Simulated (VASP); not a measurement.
Runs of VASP 6.6.1 on TiO2. The structure is that of space group R-3m (No. 166), or close to it. The cells are those of the table. 

```tsv
cell	gap on the mesh (eV)	pressure (GPa)	largest force (eV/Å)
a = 5.090 Å, angles 35.6°, 3 atoms	2.67	-6.9	-
a = 4.864 Å, angles 37.6°, 3 atoms	(b)	-4.2	0.56
a = 5.445 Å, angles 31.8°, 3 atoms	3.08	(c)	0.41
a = 4.774 Å, angles 39.6°, 3 atoms	2.15	(a)	0.05
```

Alike in all rows: task single point; level PBE+D3(BJ)+U; potentials or basis VASP PAW PBE potentials, release 64 (Ti_sv, O); no spin polarisation; Ti d U = 4.0 eV; k mesh 12 × 12 × 12; cutoff (eV) 520; smearing gaussian 0.05 eV.

Q: Estimate the missing entries.

A: (a) -13.5; (b) 2.55; (c) 0.2.

Caveats: the stress differs along the axes, from -11 to 1 GPa (at least some runs); the stress differs along the axes, from -10 to 8 GPa (at least some runs); the stress differs along the axes, from -4 to 3 GPa (at least some runs); the stress differs along the axes, from -23 to 6 GPa (at least some runs).

A k mesh can miss the band edges.
